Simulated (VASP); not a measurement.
# Al (I4/mmm) in VASP: further runs

Al is run at these levels: r2SCAN; tasks: single point.

Everything below comes from runs of VASP 6.6.1. Logs are shortened: lines on timing, memory, paths and dates and some standing lists are left out, and cuts for length are marked.

## (1) The cell of the first run

The structure is tetragonal, space group I4/mmm (No. 139). Conventional cell: a = 2.748 Å, b = 2.748 Å, c = 4.048 Å, α = 90.00°, β = 90.00°, γ = 90.00°. Al (site symmetry 4/mmm) has 12 Al at 2.75 to 2.81 Å within 3.6 Å.

## (2) Single point, r2SCAN (strain -0.040 along x and y, +0.000 along z)

POSCAR

```
Al
1.0
    0.0000000000      1.9430208000      2.0239800000
    1.9430208000      0.0000000000      2.0239800000
    1.9430208000      1.9430208000      0.0000000000
Al
1
Direct
    0.0000000000      0.0000000000      0.0000000000
```

INCAR.step1

```
SYSTEM = Al
PREC = Accurate
ENCUT = 520
ISMEAR = 0
SIGMA = 0.15
LREAL = .FALSE.
LASPH = .TRUE.
NELM = 100
NBANDS = 8
GGA = PE
ALGO = Normal
EDIFF = 1E-4
LWAVE = .TRUE.
LCHARG = .FALSE.
```

INCAR.step2

```
SYSTEM = Al
PREC = Accurate
ENCUT = 520
EDIFF = 1E-6
ISMEAR = 0
SIGMA = 0.15
LREAL = .FALSE.
LASPH = .TRUE.
NELM = 100
ALGO = Normal
ISIF = 2
LWAVE = .FALSE.
LCHARG = .TRUE.
METAGGA = R2SCAN
LMIXTAU = .TRUE.
LELF = .TRUE.
LVHAR = .TRUE.
NBANDS = 8
ISTART = 1
```

KPOINTS

```
regular mesh
0
G
  20 20 20
  0 0 0
```

Potentials or basis: VASP PAW PBE potentials, release 64 (Al).

Command:

```sh
cat potpaw_PBE.64/Al/POTCAR > POTCAR
cp INCAR.step1 INCAR
mpirun -np 1 vasp_std > vasp.out
cp INCAR.step2 INCAR
mpirun -np 1 vasp_std > vasp.out
```

OUTCAR:

```text
SYSTEM = Al
   PREC = Accurate
   ENCUT = 520
   EDIFF = 1E-6
   ISMEAR = 0
   LREAL = .FALSE.
   LASPH = .TRUE.
   NELM = 100
   ISIF = 2
   METAGGA = R2SCAN
   ISTART = 1

 ion  position               nearest neighbor table
   1  0.000  0.000  0.000-

  LATTYP: Found a body centered tetragonal cell.
 ALAT       =     2.7478463673
 C/A-ratio  =     1.4731391275

  Lattice vectors:

 A1 = (  -1.9430208000,   0.0000000000,   2.0239800000)
 A2 = (   1.9430208000,   0.0000000000,   2.0239800000)
 A3 = (   0.0000000000,   1.9430208000,  -2.0239800000)

Analysis of symmetry for initial positions (statically):
=====================================================================
 Subroutine PRICEL returns:
 Original cell was already a primitive cell.

 Routine SETGRP: Setting up the symmetry group for a
 body centered tetragonal supercell.

 Subroutine GETGRP returns: Found 16 space group operations
 (whereof 16 operations were pure point group operations)
 out of a pool of 16 trial point group operations.

The static configuration has the point symmetry D_4h.

Analysis of symmetry for dynamics (positions and initial velocities):
=====================================================================
 Subroutine PRICEL returns:
 Original cell was already a primitive cell.

 Routine SETGRP: Setting up the symmetry group for a
 body centered tetragonal supercell.

 Subroutine GETGRP returns: Found 16 space group operations
 (whereof 16 operations were pure point group operations)
 out of a pool of 16 trial point group operations.

The dynamic configuration has the point symmetry D_4h.

 Subroutine INISYM returns: Found 16 space group operations
 (whereof 16 operations are pure point group operations),
 and found     1 'primitive' translations

----------------------------------------------------------------------------------------

                                     Primitive cell

  volume of cell :      15.2824

  direct lattice vectors                    reciprocal lattice vectors
     0.000000000  1.943020800  2.023980000    -0.257331265  0.257331265  0.247038014
     1.943020800  0.000000000  2.023980000     0.257331265 -0.257331265  0.247038014
     1.943020800  1.943020800  0.000000000     0.257331265  0.257331265 -0.247038014

  length of vectors
     2.805677257  2.805677257  2.747846367     0.439848315  0.439848315  0.439848315

  position of ions in fractional coordinates (direct lattice)
     0.000000000  0.000000000  0.000000000

  ion indices of the primitive-cell ions
   primitive index   ion index
                 1           1

----------------------------------------------------------------------------------------

 KPOINTS: regular mesh

Automatic generation of k-mesh.
 Grid dimensions read from file:
 generate k-points for:   20   20   20

 Generating k-lattice:

  Cartesian coordinates                     Fractional coordinates (reciprocal lattice)
    -0.012866563  0.012866563  0.012351901     0.050000000  0.000000000  0.000000000
     0.012866563 -0.012866563  0.012351901     0.000000000  0.050000000  0.000000000
     0.012866563  0.012866563 -0.012351901     0.000000000  0.000000000  0.050000000

  Length of vectors
     0.021992416  0.021992416  0.021992416

  Shift w.r.t. Gamma in fractional coordinates (k-lattice)
     0.000000000  0.000000000  0.000000000

 Subroutine IBZKPT returns following result:
 ===========================================

 Found    641 irreducible k-points:

 Following reciprocal coordinates:
            Coordinates               Weight
  0.000000  0.000000  0.000000      1.000000
  0.050000 -0.000000  0.000000      8.000000
  0.100000  0.000000  0.000000      8.000000
  0.150000  0.000000  0.000000      8.000000
  0.200000  0.000000  0.000000      8.000000
  0.250000 -0.000000  0.000000      8.000000
[... 16 lines left out ...]
 -0.400000  0.050000  0.000000      8.000000
 -0.350000  0.050000  0.000000      8.000000
 [... further k-points ...]
   k-points           NKPTS =    641   k-points in BZ     NKDIM =    641   number of bands    NBANDS=      8
   number of dos      NEDOS =    301   number of ions     NIONS =      1
   total plane-waves  NPLWV =  11520
   dimension x,y,z NGX =    24 NGY =   24 NGZ =   20
   dimension x,y,z NGXF=    48 NGYF=   48 NGZF=   40
   ions per type =               1
   NGX,Y,Z   is equivalent  to a cutoff of  14.22, 14.22, 12.10 a.u.
   NGXF,Y,Z  is equivalent  to a cutoff of  28.44, 28.44, 24.20 a.u.
 SYSTEM =  Al
   PREC   = accura    normal or accurate (medium, high low for compatibility)
   ISTART =      1    job   : 0-new  1-cont  2-samecut
   ICHARG =      0    charge: 1-file 2-atom 10-const
   ISPIN  =      1    spin polarized calculation?
   LNONCOLLINEAR =      F non collinear calculations
   LSORBIT =      F    spin-orbit coupling
   LASPH  =      T    aspherical Exc in radial PAW
   ENCUT  =  520.0 eV  38.22 Ry    6.18 a.u.   5.22  5.22  5.11*2*pi/ulx,y,z
   NELM   =    100;   NELMIN=  2; NELMDL=  0     # of ELM steps
   EDIFF  = 0.1E-05   stopping-criterion for ELM
   LREAL  =      F    real-space projection
   EDIFFG = 0.1E-04   stopping-criterion for IOM
   NSW    =      0    number of steps for IOM
   IBRION =     -1    ionic relax: 0-MD 1-quasi-New 2-CG
   NFREE  =      0    steps in history (QN), initial steepest desc. (CG)
   ISIF   =      2    stress and relaxation
   ISYM   =      2    0-nonsym 1-usesym 2-fastsym
   POTIM  = 0.5000    time-step for ionic-motion
   TEBEG  =    0.0;   TEEND  =   0.0 temperature during run
   PSTRESS=    0.0 pullay stress
   NELECT =       3.0000    total number of electrons
   NUPDOWN=      -1.0000    fix difference up-down
   EMIN   =  10.00;   EMAX   =-10.00  energy-range for DOS
   EFERMI =   0.00;   METHOD = LEGACY
   ISMEAR =     0;   SIGMA  =   0.15  broadening in eV -4-tet -1-fermi 0-gaus
   EFERMI_NEDOS =   21; number of points for ismear=-14 and -15
   IALGO  =     38    algorithm
   IMIX   =      4    mixing-type and parameters
     AMIX     =   0.40;   BMIX     =  1.00
     AMIX_MAG =   1.60;   BMIX_MAG =  1.00
  volume/ion in A,a.u.               =      15.28       103.13
  Fermi-wavevector in a.u.,A,eV,Ry     =   0.951448  1.797975 12.316709  0.905253
  Thomas-Fermi vector in A             =   2.079919
   LORBIT       =      0    0 simple, 1 ext, 2 COOP (PROOUT), +10 PAW based schemes
   METAGGA = R2SCAN    functional components
   LHFCALC =     F    Hartree Fock is set to
   AEXX    =    0.0000 exact exchange contribution
   IVDW    =     0    specifies the selected vdW correction
   LEPSILON=     F    determine dielectric tensor
   LRPA    =     F    only Hartree local field effects (RPA)
 non-spin polarized calculation
 Gauss-broadening in eV      SIGMA  =   0.15
  energy-cutoff  :      520.00
  volume of cell :       15.28
 maximum number of plane-waves:       424
 NGX is ok and might be reduce to    24
   NGX = 11   NGY = 11   NGZ = 11

 number of electron       3.0000000 magnetization

 Free energy of the ion-electron system (eV)
  ---------------------------------------------------
  ext. energy  EPLUGINS =         0.00000000
  ---------------------------------------------------
  free energy    TOTEN  =        -6.72963725 eV

  energy without entropy =       -6.72587890  energy(sigma->0) =       -6.72775807

 E-fermi :   8.8562     XC(G=0): -11.1945

 val. band max:        8.8342462443   @ k =  -0.4000   0.1000   0.4000
 cond. band min:       8.8613259876   @ k =  -0.3000   0.2000   0.5000
 fundamental gap:      0.0270797433
 Fermi energy:         8.8562021159

 k-point     1 :       0.0000    0.0000    0.0000
  band No.  band energies     occupation
      1      -3.5549      2.00000
      2      22.2942      0.00000
      3      22.7941      0.00000
      4      22.7942      0.00000
      5      25.1077      0.00000
      6      25.1077      0.00000
      7      25.2648      0.00000
      8      26.7969      0.00000

 k-point     2 :       0.0500   -0.0000    0.0000
  band No.  band energies     occupation
      1      -3.4790      2.00000
      2      21.2918      0.00000
      3      22.2958      0.00000
      4      22.6092      0.00000
      5      25.4168      0.00000
      6      25.4449      0.00000
      7      25.6093      0.00000
      8      27.6734      0.00000

 k-point     3 :       0.1000    0.0000    0.0000
  band No.  band energies     occupation
      1      -3.2514      2.00000
      2      19.1691      0.00000
      3      21.8379      0.00000
      4      22.2330      0.00000
      5      25.4982      0.00000
      6      26.1618      0.00000
      7      26.2772      0.00000
      8      27.8326      0.00000

 k-point     4 :       0.1500    0.0000    0.0000
  band No.  band energies     occupation
      1      -2.8729      2.00000
      2      16.9460      0.00000
      3      21.3853      0.00000
      4      21.8602      0.00000
      5      25.2950      0.00000
      6      26.4455      0.00000
      7      27.1153      0.00000
      8      27.6168      0.00000

 k-point     5 :       0.2000    0.0000    0.0000
  band No.  band energies     occupation
      1      -2.3449      2.00000
      2      14.7661      0.00000
      3      21.0002      0.00000
      4      21.5634      0.00000
      5      25.0386      0.00000
      6      25.4967      0.00000
      7      27.1991      0.00000
      8      28.4580      0.00000
[... 177 lines left out ...]
 k-point    22 :      -0.4500    0.0500    0.0000
  band No.  band energies     occupation
      1       2.9772      2.00000
      2       4.9273      2.00000
      3      18.9461      0.00000
      4      21.4014      0.00000
      5      22.4001      0.00000
      6      23.2042      0.00000
      7      26.0709      0.00000
      8      26.8620      0.00000

 k-point    23 :      -0.4000    0.0500    0.0000
  band No.  band energies     occupation
      1       1.7191      2.00000
      2       6.4830      2.00000
      3      18.7468      0.00000
      4      21.9469      0.00000
      5      22.9401      0.00000
      6      22.9561      0.00000
      7      25.9233      0.00000
      8      27.2201      0.00000

 k-point    24 :      -0.3500    0.0500    0.0000
  band No.  band energies     occupation
      1       0.5698      2.00000
      2       8.1919      2.00000
      3      18.6738      0.00000
      4      22.3452      0.00000
      5      23.0704      0.00000
      6      23.6317      0.00000
      7      25.7236      0.00000
      8      27.8722      0.00000

 [... further k-points ...]
[... 5 lines left out ...]
  --------------------------------------------------------------------------------------
  -------------------------------------------------------------------------------------
  Total        0.4953169      0.4953169      0.1354341      0.0000000      0.0000000     -0.0000000
  in kB       51.9281230     51.9281230     14.1986608      0.0000000      0.0000000     -0.0000000
  external PRESSURE =      39.3516356 kB  Pullay stress =       0.0000000 kB

 VOLUME and BASIS-vectors are now :
 -----------------------------------------------------------------------------
  energy-cutoff  :      520.00
  volume of cell :       15.28
      direct lattice vectors                 reciprocal lattice vectors
     0.000000000  1.943020800  2.023980000    -0.257331265  0.257331265  0.247038014
     1.943020800  0.000000000  2.023980000     0.257331265 -0.257331265  0.247038014
     1.943020800  1.943020800  0.000000000     0.257331265  0.257331265 -0.247038014

 POSITION                                       TOTAL-FORCE (eV/Angst)
 -----------------------------------------------------------------------------------
      0.00000      0.00000      0.00000         0.000000      0.000000      0.000000
 -----------------------------------------------------------------------------------
    total drift:                                0.000000     -0.000000     -0.000000

  FREE ENERGIE OF THE ION-ELECTRON SYSTEM (eV)
  ---------------------------------------------------
  free  energy   TOTEN  =        -6.7296372460 eV

  energy  without entropy=       -6.7258788973  energy(sigma->0) =       -6.72775807
```

Wall time 3.9 min (1 thread of AMD EPYC 7R13 (Zen 3), shared host); peak memory 0.15 GiB.

Results:

| Quantity | Value |
| --- | --- |
| Free energy | -6.7296 eV |
| Pressure | 3.9 GPa |

Levels at points of the mesh, in eV from the Fermi level:
| k point | band 1 | band 2 | band 3 | band 4 | band 5 |
| --- | --- | --- | --- | --- | --- |
| (0.00, 0.00, 0.00) | -12.41 | 13.44 | 13.94 | 13.94 | 16.25 |
| (0.50, 0.00, 0.00) | -5.33 | -4.65 | 11.88 | 12.49 | 12.96 |
| (0.50, 0.50, 0.00) | -3.80 | -2.29 | 5.82 | 6.95 | 6.95 |
| (0.50, 0.00, 0.50) | -3.13 | -1.42 | 5.30 | 5.97 | 6.26 |

Caveat: the cell differs from its parent crystal (strain -0.040 along x and y, +0.000 along z); the PAW data sets were made with another functional, which shifts forces and pressure a little.

## (3) Single point, r2SCAN (strain -0.040 along x and y, +0.040 along z)

POSCAR

```
Al
1.0
    0.0000000000      1.9430208000      2.1049392000
    1.9430208000      0.0000000000      2.1049392000
    1.9430208000      1.9430208000      0.0000000000
Al
1
Direct
    0.0000000000      0.0000000000      0.0000000000
```

INCAR.step1

```
PREC     = Accurate       # precision mode
ENCUT    = 520            # plane-wave cutoff, eV
ISMEAR   = 0              # smearing method
SIGMA    = 0.15           # smearing width, eV
LREAL    = False          # projectors in reciprocal space
LASPH    = True           # aspherical terms in the spheres
NELM     = 60             # most SCF steps
NBANDS   = 8              # bands
GGA      = PE             # functional
ALGO     = Normal         # electronic algorithm
EDIFF    = 1E-4           # SCF threshold, eV
LWAVE    = True           # write WAVECAR
LCHARG   = False          # write CHGCAR
```

INCAR.step2

```
PREC     = Accurate       # precision mode
ENCUT    = 520            # plane-wave cutoff, eV
EDIFF    = 1E-7           # SCF threshold, eV
ISMEAR   = 0              # smearing method
SIGMA    = 0.15           # smearing width, eV
LREAL    = False          # projectors in reciprocal space
LASPH    = True           # aspherical terms in the spheres
NELM     = 60             # most SCF steps
ALGO     = Normal         # electronic algorithm
ISIF     = 2              # what is computed and relaxed
LWAVE    = False          # write WAVECAR
LCHARG   = True           # write CHGCAR
METAGGA  = R2SCAN         # meta-GGA
LMIXTAU  = True         
LELF     = True           # ELF
LVHAR    = True         
NBANDS   = 8              # bands
ISTART   = 1
```

KPOINTS

```
Automatic mesh
0
Gamma
  20 20 20
```

Potentials or basis: VASP PAW PBE potentials, release 64 (Al).

Command:

```sh
cat potpaw_PBE.64/Al/POTCAR > POTCAR
cp INCAR.step1 INCAR
mpirun -np 1 vasp_std > vasp.out
cp INCAR.step2 INCAR
mpirun -np 1 vasp_std > vasp.out
```

Wall time 4.3 min (1 thread of AMD EPYC 7R13 (Zen 3), shared host); peak memory 0.16 GiB.

The run converged. Its results:

| Item | Value |
| --- | --- |
| Free energy | -6.7233 eV |
| Pressure | 0.4 GPa |

Stress tensor (GPa, compression positive):
```
 2.85  0.00  0.00
 0.00  2.85  0.00
 0.00  0.00 -4.48
```

Levels at points of the mesh, in eV from the Fermi level:
```
           k point  band 1  band 2  band 3  band 4  band 5  band 6
(0.00, 0.00, 0.00)  -12.07   13.01   13.99   13.99   15.74   15.74
(0.50, 0.00, 0.00)   -5.10   -4.52   11.17   11.36   13.32   13.92
(0.50, 0.50, 0.00)   -4.01   -2.76    6.20    7.33    7.33   11.38
(0.50, 0.00, 0.50)   -2.77   -1.06    5.26    5.46    6.05    9.83
```

Caveat: the cell differs from its parent crystal (strain -0.040 along x and y, +0.040 along z); the PAW data sets were made with another functional, which shifts forces and pressure a little.

[end of part 1 of 2]
